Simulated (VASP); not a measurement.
# SnSe2 (P1) in VASP: single point with PBE+D3(BJ)

Aim: the single point of SnSe2 with PBE+D3(BJ).

Program: VASP 6.6.1. These are calculated values, not measurements. Logs are shortened: lines on timing, memory, paths and dates and some standing lists are left out, and cuts for length are marked.

### 1 The cell of the first run

The typed cell holds 6 atoms: a = 3.840 Å, b = 6.007 Å, c = 6.650 Å, α = 89.96°, β = 90.02°, γ = 89.80°.

### 2 Single point, PBE+D3(BJ)

The input, INCAR:

```
SYSTEM = SnSe2
PREC     = Accurate       ! precision mode
ENCUT    = 520            ! plane-wave cutoff, eV
EDIFF    = 1E-7           ! SCF threshold, eV
ISMEAR   = 0              ! smearing method
SIGMA    = 0.03           ! smearing width, eV
LREAL    = .False.        ! projectors in reciprocal space
LASPH    = .True.         ! aspherical terms in the spheres
NELM     = 60             ! most SCF steps
ALGO     = Normal         ! electronic algorithm
ISIF     = 2              ! what is computed and relaxed
LWAVE    = .False.        ! write WAVECAR
LCHARG   = .False.        ! write CHGCAR
GGA      = PE             ! functional
IVDW     = 12             ! dispersion correction
NBANDS   = 35             ! bands
```

The input, KPOINTS:

```
Automatic mesh
0
Gamma
  8 4 4
  0 0 0
```

The input, POSCAR:

```
SnSe2
1.0
   -3.8396843756      0.0007693209     -0.0065713036
   -0.0102901154     -0.0022907265     -6.0072415307
    0.0013325029     -6.6499835746     -0.0025337581
Sn Se
2 4
Direct
    0.5001950229      0.0002634160      0.5000427788
   -0.0000778122     -0.0002519069     -0.0000584742
    0.5007672799      0.7347064422      0.1669416759
    0.0012263774      0.7347426870      0.6666577100
   -0.0011701182      0.2653483146      0.3330982832
    0.4990592503      0.2651910470      0.8333180264
```

Potentials or basis: VASP PAW PBE potentials, release 64 (Sn_d, Se).

Started as:

```console
$ cat potpaw_PBE.64/Sn_d/POTCAR potpaw_PBE.64/Se/POTCAR > POTCAR
$ mpirun -np 1 vasp_std > vasp.out
```

OUTCAR:

```text
SYSTEM = SnSe2
   PREC = Accurate
   ENCUT = 520
   EDIFF = 1E-7
   ISMEAR = 0
   LREAL = .False.
   LASPH = .True.
   NELM = 60
   ISIF = 2
   GGA = PE
   IVDW = 12
 IVDW          = 12

 ion  position               nearest neighbor table
   1  0.500  0.000  0.500-   4 2.73   5 2.73   6 2.73   5 2.73   3 2.73   4 2.73
   2  1.000  1.000  1.000-   3 2.73   6 2.73   4 2.73   5 2.73   3 2.73   6 2.73
   3  0.501  0.735  0.167-   2 2.73   1 2.73   2 2.73
   4  0.001  0.735  0.667-   1 2.73   2 2.73   1 2.73
   5  0.999  0.265  0.333-   1 2.73   1 2.73   2 2.73
   6  0.499  0.265  0.833-   2 2.73   1 2.73   2 2.73

  LATTYP: Found a triclinic cell.
 ALAT       =     7.1184487733
 B/A-ratio  =     0.5393998325
 C/A-ratio  =     0.9341900746
 COS(alpha) =     0.0004000846
 COS(beta)  =     0.0008588567
 COS(gamma) =     0.5365100842

  Lattice vectors:

 A1 = (   3.8293942602,  -0.0030600474,  -6.0006702271)
 A2 = (   3.8396843756,  -0.0007693209,   0.0065713036)
 A3 = (   0.0013325029,  -6.6499835746,  -0.0025337581)

Analysis of symmetry for initial positions (statically):
=====================================================================
 Subroutine PRICEL returns:
 Original cell was already a primitive cell.

 Routine SETGRP: Setting up the symmetry group for a
 triclinic supercell.

 Subroutine GETGRP returns: Found  1 space group operations
 (whereof  1 operations were pure point group operations)
 out of a pool of  2 trial point group operations.

The static configuration has the point symmetry C_1 .

Analysis of symmetry for dynamics (positions and initial velocities):
=====================================================================
 Subroutine PRICEL returns:
 Original cell was already a primitive cell.

 Routine SETGRP: Setting up the symmetry group for a
 triclinic supercell.

 Subroutine GETGRP returns: Found  1 space group operations
 (whereof  1 operations were pure point group operations)
 out of a pool of  2 trial point group operations.

The dynamic configuration has the point symmetry C_1 .

 Subroutine INISYM returns: Found  1 space group operations
 (whereof  1 operations are pure point group operations),
 and found     1 'primitive' translations

----------------------------------------------------------------------------------------

                                     Primitive cell

  volume of cell :     153.3875

  direct lattice vectors                    reciprocal lattice vectors
    -3.839684376  0.000769321 -0.006571304    -0.260438847 -0.000052356  0.000446139
    -0.010290115 -0.002290727 -6.007241531     0.000284906  0.000063484 -0.166466268
     0.001332503 -6.649983575 -0.002533758    -0.000030228 -0.150376339  0.000057394

  length of vectors
     3.839690076  6.007250781  6.649984191     0.260439234  0.166466524  0.150376353

  position of ions in fractional coordinates (direct lattice)
     0.500195023  0.000263416  0.500042779
     0.999922188  0.999748093  0.999941526
     0.500767280  0.734706442  0.166941676
     0.001226377  0.734742687  0.666657710
     0.998829882  0.265348315  0.333098283
     0.499059250  0.265191047  0.833318026

  ion indices of the primitive-cell ions
   primitive index   ion index
                 1           1
                 2           2
                 3           3
                 4           4
                 5           5
                 6           6

----------------------------------------------------------------------------------------

 KPOINTS: Automatic mesh

Automatic generation of k-mesh.
 Grid dimensions read from file:
 generate k-points for:    8    4    4

 Generating k-lattice:

  Cartesian coordinates                     Fractional coordinates (reciprocal lattice)
    -0.032554856 -0.000006544  0.000055767     0.125000000  0.000000000  0.000000000
     0.000071227  0.000015871 -0.041616567     0.000000000  0.250000000 -0.000000000
    -0.000007557 -0.037594085  0.000014349    -0.000000000  0.000000000  0.250000000

  Length of vectors
     0.032554904  0.041616631  0.037594088

  Shift w.r.t. Gamma in fractional coordinates (k-lattice)
     0.000000000  0.000000000  0.000000000

 Subroutine IBZKPT returns following result:
 ===========================================

 Found     68 irreducible k-points:

 Following reciprocal coordinates:
            Coordinates               Weight
  0.000000  0.000000  0.000000      1.000000
  0.125000  0.000000  0.000000      2.000000
  0.250000  0.000000  0.000000      2.000000
  0.375000  0.000000  0.000000      2.000000
  0.500000  0.000000  0.000000      1.000000
  0.000000  0.250000 -0.000000      2.000000
[... 16 lines left out ...]
  0.500000  0.000000  0.250000      2.000000
 -0.375000 -0.000000  0.250000      2.000000
 [... further k-points ...]
   k-points           NKPTS =     68   k-points in BZ     NKDIM =     68   number of bands    NBANDS=     35
   number of dos      NEDOS =    301   number of ions     NIONS =      6
   total plane-waves  NPLWV =  72000
   dimension x,y,z NGX =    30 NGY =   48 NGZ =   50
   dimension x,y,z NGXF=    60 NGYF=   96 NGZF=  100
   ions per type =               2   4
   NGX,Y,Z   is equivalent  to a cutoff of  12.99, 13.28, 12.50 a.u.
   NGXF,Y,Z  is equivalent  to a cutoff of  25.98, 26.57, 25.00 a.u.
 SYSTEM =  SnSe2
   PREC   = accura    normal or accurate (medium, high low for compatibility)
   ISTART =      0    job   : 0-new  1-cont  2-samecut
   ICHARG =      2    charge: 1-file 2-atom 10-const
   ISPIN  =      1    spin polarized calculation?
   LNONCOLLINEAR =      F non collinear calculations
   LSORBIT =      F    spin-orbit coupling
   LASPH  =      T    aspherical Exc in radial PAW
   ENCUT  =  520.0 eV  38.22 Ry    6.18 a.u.   7.14 11.17 12.36*2*pi/ulx,y,z
   NELM   =     60;   NELMIN=  2; NELMDL= -5     # of ELM steps
   EDIFF  = 0.1E-06   stopping-criterion for ELM
   LREAL  =      F    real-space projection
   EDIFFG = 0.1E-05   stopping-criterion for IOM
   NSW    =      0    number of steps for IOM
   IBRION =     -1    ionic relax: 0-MD 1-quasi-New 2-CG
   NFREE  =      0    steps in history (QN), initial steepest desc. (CG)
   ISIF   =      2    stress and relaxation
   ISYM   =      2    0-nonsym 1-usesym 2-fastsym
   POTIM  = 0.5000    time-step for ionic-motion
   TEBEG  =    0.0;   TEEND  =   0.0 temperature during run
   PSTRESS=    0.0 pullay stress
   NELECT =      52.0000    total number of electrons
   NUPDOWN=      -1.0000    fix difference up-down
   EMIN   =  10.00;   EMAX   =-10.00  energy-range for DOS
   EFERMI =   0.00;   METHOD = LEGACY
   ISMEAR =     0;   SIGMA  =   0.03  broadening in eV -4-tet -1-fermi 0-gaus
   EFERMI_NEDOS =   21; number of points for ismear=-14 and -15
   IALGO  =     38    algorithm
   IMIX   =      4    mixing-type and parameters
     AMIX     =   0.40;   BMIX     =  1.00
     AMIX_MAG =   1.60;   BMIX_MAG =  1.00
  volume/ion in A,a.u.               =      25.56       172.52
  Fermi-wavevector in a.u.,A,eV,Ry     =   1.141509  2.157139 17.728973  1.303043
  Thomas-Fermi vector in A             =   2.278209
   LORBIT       =      0    0 simple, 1 ext, 2 COOP (PROOUT), +10 PAW based schemes
   GGA     = PE    functional components
   LHFCALC =     F    Hartree Fock is set to
   AEXX    =    0.0000 exact exchange contribution
   IVDW    =    12    specifies the selected vdW correction
   LEPSILON=     F    determine dielectric tensor
   LRPA    =     F    only Hartree local field effects (RPA)
 non-spin polarized calculation
 Gauss-broadening in eV      SIGMA  =   0.03
  energy-cutoff  :      520.00
  volume of cell :      153.39
 maximum number of plane-waves:      4158
 NGX is ok and might be reduce to    30
   NGX = 15   NGY = 23   NGZ = 25

 number of electron      52.0000018 magnetization

 Free energy of the ion-electron system (eV)
  ---------------------------------------------------
  ext. energy  EPLUGINS =         0.00000000
  ---------------------------------------------------
  free energy    TOTEN  =       -23.61098852 eV

  energy without entropy =      -23.61098852  energy(sigma->0) =      -23.61098852

 E-fermi :   4.6130     XC(G=0):  -9.5657

 val. band max:        4.4538193624   @ k =   0.1250   0.0000   0.0000
 cond. band min:       4.9830753089   @ k =   0.0000   0.2500  -0.0000
 fundamental gap:      0.5292559465
 Fermi energy:         4.6129584951

 k-point     1 :       0.0000    0.0000    0.0000
  band No.  band energies     occupation
      1     -17.0169      2.00000
      2     -16.9697      2.00000
      3     -16.9693      2.00000
      4     -16.9489      2.00000
      5     -16.9460      2.00000
      6     -16.9356      2.00000
[... 27 lines left out ...]
     34       9.4360      0.00000
     35      11.2577      0.00000

 k-point     2 :       0.1250    0.0000    0.0000
  band No.  band energies     occupation
      1     -17.0104      2.00000
      2     -16.9737      2.00000
      3     -16.9657      2.00000
      4     -16.9553      2.00000
      5     -16.9420      2.00000
      6     -16.9327      2.00000
[... 27 lines left out ...]
     34      10.1746      0.00000
     35      11.2394      0.00000

 k-point     3 :       0.2500    0.0000    0.0000
  band No.  band energies     occupation
      1     -16.9948      2.00000
      2     -16.9842      2.00000
      3     -16.9714      2.00000
      4     -16.9594      2.00000
      5     -16.9323      2.00000
      6     -16.9315      2.00000
[... 27 lines left out ...]
     34      11.0367      0.00000
     35      11.2251      0.00000
[... 723 lines left out ...]
 k-point    23 :       0.5000    0.0000    0.2500
  band No.  band energies     occupation
      1     -17.0090      2.00000
      2     -17.0087      2.00000
      3     -16.9555      2.00000
      4     -16.9552      2.00000
      5     -16.9416      2.00000
      6     -16.9412      2.00000
[... 27 lines left out ...]
     34      10.1881      0.00000
     35      11.1163      0.00000

 k-point    24 :      -0.3750   -0.0000    0.2500
  band No.  band energies     occupation
      1     -17.0045      2.00000
      2     -17.0030      2.00000
      3     -16.9626      2.00000
      4     -16.9516      2.00000
      5     -16.9409      2.00000
      6     -16.9374      2.00000
[... 27 lines left out ...]
     34      10.5562      0.00000
     35      10.6820      0.00000

 [... further k-points ...]

------------------------ aborting loop because EDIFF is reached ----------------------------------------

 Edisp (eV)   -2.18467

 E8    (eV) :    -0.9563

  FORCE on cell =-STRESS in cart. coord.  units (eV):
  Direction    XX          YY          ZZ          XY          YZ          ZX
  --------------------------------------------------------------------------------------
  -------------------------------------------------------------------------------------
  Total       0.07110     0.06024     0.08556     0.02077    -0.01857    -0.03707
  in kB       0.74267     0.62926     0.89368     0.21691    -0.19400    -0.38719
  external pressure =        0.76 kB  Pullay stress =        0.00 kB

 VOLUME and BASIS-vectors are now :
 -----------------------------------------------------------------------------
  energy-cutoff  :      520.00
  volume of cell :      153.39
      direct lattice vectors                 reciprocal lattice vectors
    -3.839684376  0.000769321 -0.006571304    -0.260438847 -0.000052356  0.000446139
    -0.010290115 -0.002290727 -6.007241531     0.000284906  0.000063484 -0.166466268
     0.001332503 -6.649983575 -0.002533758    -0.000030228 -0.150376339  0.000057394

 POSITION                                       TOTAL-FORCE (eV/Angst)
 -----------------------------------------------------------------------------------
     -1.91993     -3.32489     -0.00614         0.003614      0.002396      0.003345
     -3.84834     -6.65112     -6.01483        -0.000192     -0.003161     -0.001851
     -1.93013     -1.11146     -4.41727        -0.002625     -0.000114      0.020090
     -0.01138     -4.43494     -4.41547         0.000767     -0.001860      0.018831
     -3.83748     -2.21494     -1.60142        -0.002880      0.001788     -0.018383
     -1.91785     -5.54177     -1.59846         0.001317      0.000951     -0.022033
 -----------------------------------------------------------------------------------
    total drift:                               -0.000002     -0.000001      0.000006

  FREE ENERGIE OF THE ION-ELECTRON SYSTEM (eV)
  ---------------------------------------------------
  free  energy   TOTEN  =       -25.7956585320 eV

  energy  without entropy=      -25.7956585320  energy(sigma->0) =      -25.79565853
```

Wall time 7 min (1 thread of Intel Xeon Platinum 8488C (Sapphire Rapids), shared host); peak memory 0.46 GiB.

What came out:

| Item | Value |
| --- | --- |
| Free energy | -25.7957 eV |
| Pressure | 0.1 GPa |
| Largest force | 0.022 eV/Å |
| Band gap on the k mesh | 0.53 eV |
| Dispersion energy per atom | -0.364 eV |

Forces on the atoms (eV/Å):
```
Sn   0.004  0.002  0.003
Sn   0.000 -0.003 -0.002
Se  -0.003  0.000  0.020
Se   0.001 -0.002  0.019
Se  -0.003  0.002 -0.018
Se   0.001  0.001 -0.022
```

Levels at points of the mesh, in eV from the valence-band top:
```
           k point  band 23  band 24  band 25  band 26  band 27  band 28  band 29  band 30
(0.00, 0.00, 0.00)    -0.58    -0.58    -0.40    -0.14     0.68     1.09     2.89     3.47
(0.50, 0.00, 0.00)    -2.18    -2.18    -1.18    -1.18     1.10     1.10     5.62     5.62
(0.00, 0.50, 0.00)    -0.92    -0.91    -0.32    -0.31     0.59     2.37     2.75     3.88
(0.50, 0.50, 0.00)    -0.72    -0.72    -0.64    -0.64     1.93     1.93     4.16     4.16
(0.00, 0.00, 0.50)    -0.37    -0.37    -0.25    -0.25     1.75     1.75     3.64     3.64
(0.50, 0.00, 0.50)    -1.71    -1.70    -0.40    -0.40     1.09     1.09     3.47     3.48
(0.00, 0.50, 0.50)    -1.55    -1.55    -0.70    -0.69     1.28     1.28     4.32     4.32
(0.50, 0.50, 0.50)    -1.14    -1.12    -1.01    -1.01     0.59     0.59     3.87     3.88
```

Caveat: semilocal functionals underestimate gaps, and a narrow one can read as zero; spin-orbit coupling is left out, which moves the levels of the heavy elements. A k mesh can miss the band edges.
